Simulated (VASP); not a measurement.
# GaGe3 (Pm-3m) in VASP: further runs

The runs below take GaGe3 through single point, with PBE.

Everything below comes from runs of VASP 6.6.1. Logs are shortened: lines on timing, memory, paths and dates and some standing lists are left out, and cuts for length are marked.

## 1. The cell of the first run

The structure is cubic, space group Pm-3m (No. 221). The conventional cell has a = 4.191 Å, b = 4.191 Å, c = 4.191 Å, α = 90.00°, β = 90.00°, γ = 90.00°. Within 3.9 Å of Ge (site symmetry 4/mmm) lie 8 Ge at 2.96 Å and 4 Ga at 2.96 Å. Within 3.9 Å of Ga (site symmetry m-3m) lie 12 Ge at 2.96 Å.

## 2. Single point, PBE

The input, INCAR:

```
SYSTEM = GaGe3
ALGO = Normal
EDIFF = 1E-6
ENCUT = 520
GGA = PE
ISIF = 2
ISMEAR = -1
LASPH = .TRUE.
LCHARG = .TRUE.
LELF = .TRUE.
LREAL = .FALSE.
LVHAR = .TRUE.
LWAVE = .FALSE.
NBANDS = 36
NELM = 60
PREC = Accurate
SIGMA = 0.05
```

The input, KPOINTS:

```
k-points
0
G
  6 6 6
  0 0 0
```

The input, POSCAR:

```
GaGe3
1.0
    4.1911258602      0.0000000000      0.0000000000
    0.0000000000      4.1911258602      0.0000000000
    0.0000000000      0.0000000000      4.1911258602
Ge Ga
3 1
Direct
    0.5000000000      0.5000000000      0.0000000000
    0.5000000000      0.0000000000      0.5000000000
    0.0000000000      0.5000000000      0.5000000000
    0.0000000000      0.0000000000      0.0000000000
```

Potentials or basis: VASP PAW PBE potentials, release 64 (Ge_d, Ga_d).

Command:

```console
$ cat potpaw_PBE.64/Ge_d/POTCAR potpaw_PBE.64/Ga_d/POTCAR > POTCAR
$ mpirun -np 1 vasp_std > vasp.out
```

OUTCAR:

```text
SYSTEM = GaGe3
   EDIFF = 1E-6
   ENCUT = 520
   GGA = PE
   ISIF = 2
   ISMEAR = -1
   LASPH = .TRUE.
   LREAL = .FALSE.
   NELM = 60
   PREC = Accurate

 ion  position               nearest neighbor table
   1  0.500  0.500  0.000-
   2  0.500  0.000  0.500-
   3  0.000  0.500  0.500-
   4  0.000  0.000  0.000-

  LATTYP: Found a simple cubic cell.
 ALAT       =     4.1911258602

  Lattice vectors:

 A1 = (   4.1911258602,   0.0000000000,   0.0000000000)
 A2 = (   0.0000000000,   4.1911258602,   0.0000000000)
 A3 = (   0.0000000000,   0.0000000000,   4.1911258602)

Analysis of symmetry for initial positions (statically):
=====================================================================
 Subroutine PRICEL returns:
 Original cell was already a primitive cell.

 Routine SETGRP: Setting up the symmetry group for a
 simple cubic supercell.

 Subroutine GETGRP returns: Found 48 space group operations
 (whereof 48 operations were pure point group operations)
 out of a pool of 48 trial point group operations.

The static configuration has the point symmetry O_h .

Analysis of symmetry for dynamics (positions and initial velocities):
=====================================================================
 Subroutine PRICEL returns:
 Original cell was already a primitive cell.

 Routine SETGRP: Setting up the symmetry group for a
 simple cubic supercell.

 Subroutine GETGRP returns: Found 48 space group operations
 (whereof 48 operations were pure point group operations)
 out of a pool of 48 trial point group operations.

The dynamic configuration has the point symmetry O_h .

 Subroutine INISYM returns: Found 48 space group operations
 (whereof 48 operations are pure point group operations),
 and found     1 'primitive' translations

----------------------------------------------------------------------------------------

                                     Primitive cell

  volume of cell :      73.6194

  direct lattice vectors                    reciprocal lattice vectors
     4.191125860  0.000000000  0.000000000     0.238599372  0.000000000  0.000000000
     0.000000000  4.191125860  0.000000000     0.000000000  0.238599372  0.000000000
     0.000000000  0.000000000  4.191125860     0.000000000  0.000000000  0.238599372

  length of vectors
     4.191125860  4.191125860  4.191125860     0.238599372  0.238599372  0.238599372

  position of ions in fractional coordinates (direct lattice)
     0.500000000  0.500000000  0.000000000
     0.500000000  0.000000000  0.500000000
     0.000000000  0.500000000  0.500000000
     0.000000000  0.000000000  0.000000000

  ion indices of the primitive-cell ions
   primitive index   ion index
                 1           1
                 2           2
                 3           3
                 4           4

----------------------------------------------------------------------------------------

 KPOINTS: k-points

Automatic generation of k-mesh.
 Grid dimensions read from file:
 generate k-points for:    6    6    6

 Generating k-lattice:

  Cartesian coordinates                     Fractional coordinates (reciprocal lattice)
     0.039766562  0.000000000  0.000000000     0.166666667  0.000000000  0.000000000
     0.000000000  0.039766562  0.000000000     0.000000000  0.166666667  0.000000000
     0.000000000  0.000000000  0.039766562     0.000000000  0.000000000  0.166666667

  Length of vectors
     0.039766562  0.039766562  0.039766562

  Shift w.r.t. Gamma in fractional coordinates (k-lattice)
     0.000000000  0.000000000  0.000000000

 Subroutine IBZKPT returns following result:
 ===========================================

 Found     20 irreducible k-points:

 Following reciprocal coordinates:
            Coordinates               Weight
  0.000000  0.000000  0.000000      1.000000
  0.166667  0.000000  0.000000      6.000000
  0.333333  0.000000  0.000000      6.000000
  0.500000  0.000000  0.000000      3.000000
  0.166667  0.166667  0.000000     12.000000
  0.333333  0.166667  0.000000     24.000000
[... 12 lines left out ...]
  0.500000  0.500000  0.333333      6.000000
  0.500000  0.500000  0.500000      1.000000
   k-points           NKPTS =     20   k-points in BZ     NKDIM =     20   number of bands    NBANDS=     36
   number of dos      NEDOS =    301   number of ions     NIONS =      4
   total plane-waves  NPLWV =  32768
   dimension x,y,z NGX =    32 NGY =   32 NGZ =   32
   dimension x,y,z NGXF=    64 NGYF=   64 NGZF=   64
   ions per type =               3   1
   NGX,Y,Z   is equivalent  to a cutoff of  12.69, 12.69, 12.69 a.u.
   NGXF,Y,Z  is equivalent  to a cutoff of  25.39, 25.39, 25.39 a.u.
 SYSTEM =  GaGe3
   PREC   = accura    normal or accurate (medium, high low for compatibility)
   ISTART =      0    job   : 0-new  1-cont  2-samecut
   ICHARG =      2    charge: 1-file 2-atom 10-const
   ISPIN  =      1    spin polarized calculation?
   LNONCOLLINEAR =      F non collinear calculations
   LSORBIT =      F    spin-orbit coupling
   LASPH  =      T    aspherical Exc in radial PAW
   ENCUT  =  520.0 eV  38.22 Ry    6.18 a.u.   7.79  7.79  7.79*2*pi/ulx,y,z
   NELM   =     60;   NELMIN=  2; NELMDL= -5     # of ELM steps
   EDIFF  = 0.1E-05   stopping-criterion for ELM
   LREAL  =      F    real-space projection
   EDIFFG = 0.1E-04   stopping-criterion for IOM
   NSW    =      0    number of steps for IOM
   IBRION =     -1    ionic relax: 0-MD 1-quasi-New 2-CG
   NFREE  =      0    steps in history (QN), initial steepest desc. (CG)
   ISIF   =      2    stress and relaxation
   ISYM   =      2    0-nonsym 1-usesym 2-fastsym
   POTIM  = 0.5000    time-step for ionic-motion
   TEBEG  =    0.0;   TEEND  =   0.0 temperature during run
   PSTRESS=    0.0 pullay stress
   NELECT =      55.0000    total number of electrons
   NUPDOWN=      -1.0000    fix difference up-down
   EMIN   =  10.00;   EMAX   =-10.00  energy-range for DOS
   EFERMI =   0.00;   METHOD = LEGACY
   ISMEAR =    -1;   SIGMA  =   0.05  broadening in eV -4-tet -1-fermi 0-gaus
   EFERMI_NEDOS =   21; number of points for ismear=-14 and -15
   IALGO  =     38    algorithm
   IMIX   =      4    mixing-type and parameters
     AMIX     =   0.40;   BMIX     =  1.00
     AMIX_MAG =   1.60;   BMIX_MAG =  1.00
  volume/ion in A,a.u.               =      18.40       124.20
  Fermi-wavevector in a.u.,A,eV,Ry     =   1.485474  2.807139 30.023061  2.206633
  Thomas-Fermi vector in A             =   2.598881
   LORBIT       =      0    0 simple, 1 ext, 2 COOP (PROOUT), +10 PAW based schemes
   GGA     = PE    functional components
   LHFCALC =     F    Hartree Fock is set to
   AEXX    =    0.0000 exact exchange contribution
   IVDW    =     0    specifies the selected vdW correction
   LEPSILON=     F    determine dielectric tensor
   LRPA    =     F    only Hartree local field effects (RPA)
 non-spin polarized calculation
  energy-cutoff  :      520.00
  volume of cell :       73.62
 maximum number of plane-waves:      2008
 NGX is ok and might be reduce to    32
   NGX = 15   NGY = 15   NGZ = 15

 number of electron      55.0000069 magnetization

 Free energy of the ion-electron system (eV)
  ---------------------------------------------------
  ext. energy  EPLUGINS =         0.00000000
  ---------------------------------------------------
  free energy    TOTEN  =       -15.35944968 eV

  energy without entropy =      -15.33584645  energy(sigma->0) =      -15.34764806

 E-fermi :   6.8082     XC(G=0): -11.3525

 val. band max:        6.7649742642   @ k =   0.5000   0.5000   0.0000
 cond. band min:       6.8330962960   @ k =   0.3333   0.3333   0.0000
 fundamental gap:      0.0681220318
 Fermi energy:         6.8081627616

 k-point     1 :       0.0000    0.0000    0.0000
  band No.  band energies     occupation
      1     -18.0422      2.00000
      2     -18.0422      2.00000
      3     -18.0422      2.00000
      4     -18.0309      2.00000
      5     -17.9909      2.00000
      6     -17.9909      2.00000
[... 28 lines left out ...]
     35      13.6655      0.00000
     36      13.8887      0.00000

 k-point     2 :       0.1667    0.0000    0.0000
  band No.  band energies     occupation
      1     -18.0408      2.00000
      2     -18.0327      2.00000
      3     -18.0327      2.00000
      4     -18.0245      2.00000
      5     -17.9901      2.00000
      6     -17.9854      2.00000
[... 28 lines left out ...]
     35      14.0990      0.00000
     36      15.1998      0.00000

 k-point     3 :       0.3333    0.0000    0.0000
  band No.  band energies     occupation
      1     -18.0376      2.00000
      2     -18.0089      2.00000
      3     -18.0067      2.00000
      4     -18.0067      2.00000
      5     -17.9878      2.00000
      6     -17.9713      2.00000
[... 28 lines left out ...]
     35      13.9844      0.00000
     36      14.1637      0.00000

 k-point     4 :       0.5000    0.0000    0.0000
  band No.  band energies     occupation
      1     -18.0360      2.00000
      2     -17.9984      2.00000
      3     -17.9849      2.00000
      4     -17.9784      2.00000
      5     -17.9784      2.00000
      6     -17.9636      2.00000
[... 28 lines left out ...]
     35      12.8208      0.00000
     36      12.8208      0.00000

 k-point     5 :       0.1667    0.1667    0.0000
  band No.  band energies     occupation
      1     -18.0339      2.00000
      2     -18.0287      2.00000
      3     -18.0277      2.00000
      4     -18.0168      2.00000
      5     -17.9871      2.00000
      6     -17.9814      2.00000
[... 499 lines left out ...]
 k-point    18 :       0.5000    0.3333    0.3333
  band No.  band energies     occupation
      1     -18.0077      2.00000
      2     -17.9997      2.00000
      3     -17.9985      2.00000
      4     -17.9953      2.00000
      5     -17.9940      2.00000
      6     -17.9938      2.00000
[... 28 lines left out ...]
     35      14.2968      0.00000
     36      14.6606      0.00000

 k-point    19 :       0.5000    0.5000    0.3333
  band No.  band energies     occupation
      1     -18.0026      2.00000
      2     -18.0026      2.00000
      3     -18.0011      2.00000
      4     -17.9999      2.00000
      5     -17.9954      2.00000
      6     -17.9954      2.00000
[... 28 lines left out ...]
     35      15.2438      0.00000
     36      15.2438      0.00000

 k-point    20 :       0.5000    0.5000    0.5000
  band No.  band energies     occupation
      1     -18.0048      2.00000
      2     -18.0048      2.00000
      3     -18.0048      2.00000
      4     -18.0041      2.00000
      5     -17.9988      2.00000
      6     -17.9988      2.00000
[... 28 lines left out ...]
     35      15.7691      0.00000
     36      15.7691      0.00000

------------------------ aborting loop because EDIFF is reached ----------------------------------------

  FORCE on cell =-STRESS in cart. coord.  units (eV):
  Direction    XX          YY          ZZ          XY          YZ          ZX
  --------------------------------------------------------------------------------------
  -------------------------------------------------------------------------------------
  Total        1.8175367      1.8175367      1.8175367      0.0000000      0.0000000     -0.0000000
  in kB       39.5550245     39.5550245     39.5550245      0.0000000      0.0000000     -0.0000000
  external PRESSURE =      39.5550245 kB  Pullay stress =       0.0000000 kB

 VOLUME and BASIS-vectors are now :
 -----------------------------------------------------------------------------
  energy-cutoff  :      520.00
  volume of cell :       73.62
      direct lattice vectors                 reciprocal lattice vectors
     4.191125860  0.000000000  0.000000000     0.238599372  0.000000000  0.000000000
     0.000000000  4.191125860  0.000000000     0.000000000  0.238599372  0.000000000
     0.000000000  0.000000000  4.191125860     0.000000000  0.000000000  0.238599372

 POSITION                                       TOTAL-FORCE (eV/Angst)
 -----------------------------------------------------------------------------------
      2.09556      2.09556      0.00000         0.000000      0.000000      0.000000
      2.09556      0.00000      2.09556         0.000000      0.000000      0.000000
      0.00000      2.09556      2.09556         0.000000      0.000000      0.000000
      0.00000      0.00000      0.00000         0.000000      0.000000      0.000000
 -----------------------------------------------------------------------------------
    total drift:                                0.000000     -0.000000     -0.000000

  FREE ENERGIE OF THE ION-ELECTRON SYSTEM (eV)
  ---------------------------------------------------
  free  energy   TOTEN  =       -15.3594496766 eV

  energy  without entropy=      -15.3358464503  energy(sigma->0) =      -15.34764806
```

It took 26 s on 1 thread of Intel Xeon 6975P-C, shared host; peak memory 0.2 GiB.

Results:

- Free energy: -15.3594 eV
- Pressure: 4.0 GPa

(Part 1 of 2 ends here.)
